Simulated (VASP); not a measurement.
# BaTiO3 (P1) in VASP: notebook, part 2 of 2

VASP 6.6.1. The steps go on from the part before.

**3. Single point, LDA+U**

INCAR

```
PREC = Accurate
ENCUT = 600
EDIFF = 1E-6
ISMEAR = -1
SIGMA = 0.05
LREAL = False
LASPH = True
NELM = 200
ALGO = Normal
ISIF = 2
LWAVE = False
LCHARG = False
LMAXMIX = 4
LDAU = True
LDAUTYPE = 2
LDAUL = -1 2 -1
LDAUU = 0 5 0
LDAUJ = 0 0 0
LDAUPRINT = 1
NBANDS = 51
GGA_COMPAT = False
KPAR = 4
```

KPOINTS

```
Automatic mesh
0
Gamma
  7 5 5
```

POSCAR

```
BaTiO3
1.0
   -0.0915918800      0.0227814800     -3.9623969300
    3.8808838200      4.1317799600      0.0684987100
    3.9231712500     -4.1740673900      0.1138552900
Ba Ti O
2 2 6
Direct
    0.9974869000      0.0001477200      0.0004271700
    0.9998202700      0.4987526000      0.5010867700
    0.5007474000      0.4990591200      0.9978540800
    0.5036564600      0.9987681300      0.4973819700
    0.9989596600      0.4987799700      0.9982409700
    0.0019446300      0.9997553300      0.5021167700
    0.4941324700      0.2515279200      0.2525101600
    0.4993701600      0.7523144300      0.7482599000
    0.5032595700      0.2508647700      0.7496877100
    0.5006224800      0.7500300100      0.2524344900
```

Potentials or basis: VASP PAW LDA potentials, release 64 (Ba_sv, Ti_sv, O).

Command:

```bash
$ cat potpaw_LDA.64/Ba_sv/POTCAR potpaw_LDA.64/Ti_sv/POTCAR potpaw_LDA.64/O/POTCAR > POTCAR
$ mpirun -np 4 vasp_std > vasp.out
```

OUTCAR:

```text
PREC = Accurate
   ENCUT = 600
   EDIFF = 1E-6
   ISMEAR = -1
   LREAL = False
   LASPH = True
   NELM = 200
   ISIF = 2

 ion  position               nearest neighbor table
   1  0.997  0.000  0.000-   8 2.71   7 2.72   5 2.83   5 2.84   9 2.84   8 2.85   6 2.86   7 2.86
                            10 2.87   6 2.87  10 2.88   9 2.91   3 3.42   4 3.42   4 3.42   3 3.42
   2  1.000  0.499  0.501-   8 2.72   7 2.72   7 2.82   6 2.83   6 2.84   8 2.85   5 2.85  10 2.85
                             9 2.85   9 2.87   5 2.88  10 2.89   3 3.40   4 3.41   4 3.43   3 3.43
   3  0.501  0.499  0.998-   9 1.94  10 1.97   5 1.97   5 1.99   7 2.09   8 2.09   2 3.40   1 3.42
                             1 3.42   2 3.43   1 3.48   1 3.51   2 3.53   2 3.57
   4  0.504  0.999  0.497-  10 1.93   9 1.97   6 1.97   6 1.99   8 2.07   7 2.07   2 3.41   1 3.42
[... 1598 lines left out ...]
  energy-cutoff  :      600.00
  volume of cell :      128.34
      direct lattice vectors                 reciprocal lattice vectors
    -0.091591880  0.022781480 -3.962396930     0.005893134 -0.001348939 -0.252516472
     3.880883820  4.131779960  0.068498710     0.128847721  0.121040644 -0.002282437
     3.923171250 -4.174067390  0.113855290     0.127574530 -0.119767453 -0.003637513

 POSITION                                       TOTAL-FORCE (eV/Angst)
 -----------------------------------------------------------------------------------
     -0.08911      0.02155     -3.95238        -0.054333      0.036012     -0.076111
      3.80987     -0.00806     -3.87047        -0.007748      0.073680     -0.026040
      5.80568     -2.09170     -1.83636         0.086838     -0.010212      0.056536
      5.78129      2.06206     -1.87064         0.243731     -0.104251      0.114889
      5.76048     -2.08312     -3.81045         0.102053      0.012518     -0.054485
      5.84965      2.03494      0.11795        -0.034458      0.087407      0.083521
      1.92153     -0.00348     -1.91197        -0.129420      0.088547     -0.152757
      5.80946     -0.00351     -1.84198         0.034336     -0.272580     -0.008302
      3.86864     -2.08126     -1.89157         0.085280     -0.035818      0.068816
      3.85527      2.05669     -1.90355        -0.326278      0.124697     -0.006068
 -----------------------------------------------------------------------------------
    total drift:                               -0.000152     -0.000520     -0.000763

  FREE ENERGIE OF THE ION-ELECTRON SYSTEM (eV)
  ---------------------------------------------------
  free  energy   TOTEN  =       -81.2001525156 eV

  energy  without entropy=      -81.2001525155  energy(sigma->0) =      -81.20015252
```

OSZICAR:

```text
N       E                     dE             d eps       ncg     rms          rms(c)
DAV:   1     0.107297904226E+04    0.10730E+04   -0.43337E+04  8976   0.188E+03
DAV:   2     0.562022160648E+02   -0.10168E+04   -0.96268E+03  9972   0.521E+02
DAV:   3    -0.948423920418E+02   -0.15104E+03   -0.14789E+03 12187   0.191E+02
DAV:   4    -0.104702727638E+03   -0.98603E+01   -0.98361E+01 13784   0.455E+01
DAV:   5    -0.105145332733E+03   -0.44261E+00   -0.44231E+00 12528   0.816E+00    0.325E+01
DAV:   6    -0.806179866635E+02    0.24527E+02   -0.11624E+02 13306   0.739E+01    0.129E+01
DAV:   7    -0.814013949457E+02   -0.78341E+00   -0.18115E+01 12450   0.173E+01    0.759E+00
DAV:   8    -0.811998615471E+02    0.20153E+00   -0.28722E+00 12276   0.910E+00    0.228E+00
DAV:   9    -0.811933446205E+02    0.65169E-02   -0.31478E-01 12862   0.359E+00    0.155E+00
DAV:  10    -0.812090750833E+02   -0.15730E-01   -0.14879E-01 10779   0.197E+00    0.727E-01
DAV:  11    -0.812002905975E+02    0.87845E-02   -0.30115E-02 12302   0.121E+00    0.183E-01
DAV:  12    -0.812001627169E+02    0.12788E-03   -0.25034E-03 10899   0.334E-01    0.911E-02
DAV:  13    -0.812001604008E+02    0.23161E-05   -0.66718E-04 13592   0.146E-01    0.468E-02
DAV:  14    -0.812001529250E+02    0.74758E-05   -0.93482E-05 12574   0.772E-02    0.109E-02
DAV:  15    -0.812001521600E+02    0.76497E-06   -0.10338E-05 11449   0.200E-02    0.587E-03
DAV:  16    -0.812001525156E+02   -0.35561E-06   -0.49314E-06 10499   0.175E-02
   1 F= -.81200153E+02 E0= -.81200153E+02  d E =-.121058E-09
```

Wall time 2.5 min (4 MPI ranks of AMD EPYC 7R13 (Zen 3), shared host); peak memory 0.62 GiB.

What came out:

```yaml
Free_energy: -81.2002 eV
Pressure: -2.2 GPa
Largest_force: 0.349 eV/Å
Band_gap_on_the_k_mesh: 2.06 eV
```

Forces on the atoms (eV/Å):
```
Ba  -0.054  0.036 -0.076
Ba  -0.008  0.074 -0.026
Ti   0.087 -0.010  0.057
Ti   0.244 -0.104  0.115
O    0.102  0.013 -0.054
O   -0.034  0.087  0.084
O   -0.129  0.089 -0.153
O    0.034 -0.273 -0.008
O    0.085 -0.036  0.069
O   -0.326  0.125 -0.006
```

Eigenvalues of the final occupation matrices:
| site | spin | trace | eigenvalues |
| --- | --- | --- | --- |
| site 3 d | 1 | 0.78 | 0.10 0.10 0.11 0.22 0.25 |
| site 3 d | 2 | 0.78 | 0.10 0.10 0.11 0.22 0.25 |
| site 4 d | 1 | 0.79 | 0.10 0.10 0.11 0.22 0.26 |
| site 4 d | 2 | 0.79 | 0.10 0.10 0.11 0.22 0.26 |

Caveat: the stress differs along the axes, from -10 to 3 GPa; spin-orbit coupling is left out, which moves the levels of the heavy elements.
